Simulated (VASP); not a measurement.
Set up this calculation in VASP 6.6.1, as the native input.

```yaml
Task: single point
Functional: PBEsol
Potentials_or_basis: VASP PAW PBE potentials, release 64 (Li_sv)
Cutoff: 520 eV
k_mesh: 14 × 14 × 14
Occupations: fermi-dirac, width 0.1 eV
Spin: no spin polarisation
Dipole_correction: no
Further_INCAR_settings: ALGO = Normal; EDIFF = 1e-06; NBANDS = 8
```

The structure of Li lies in POSCAR:

```
Li
1.0
    0.0000000000      2.1004445944      2.1004445944
    2.1004445944      0.0000000000      2.1004445944
    2.1004445944      2.1004445944      0.0000000000
Li
1
Direct
    0.0000000000      0.0000000000      0.0000000000
```

This cell differs from its parent crystal: volume scaled by 0.92.

These files were run (other wordings do the same):

INCAR

```
  PREC = Accurate
  ENCUT = 520
  EDIFF = 1E-6
  ISMEAR = -1
  SIGMA = 0.1
  LREAL = F
  LASPH = T
  NELM = 60
  ALGO = Normal
  ISIF = 2
  LWAVE = F
  LCHARG = F
  GGA = PS
  NBANDS = 8
```

KPOINTS

```
Automatic mesh
0
Gamma
  14 14 14
```

Potentials or basis: VASP PAW PBE potentials, release 64 (Li_sv).

Run with:

```console
$ cat potpaw_PBE.64/Li_sv/POTCAR > POTCAR
$ mpirun -np 1 vasp_std > vasp.out
```

Wall time 27 s on 1 thread of AMD EPYC 7R13 (shared host), peak memory 0.1 GiB.
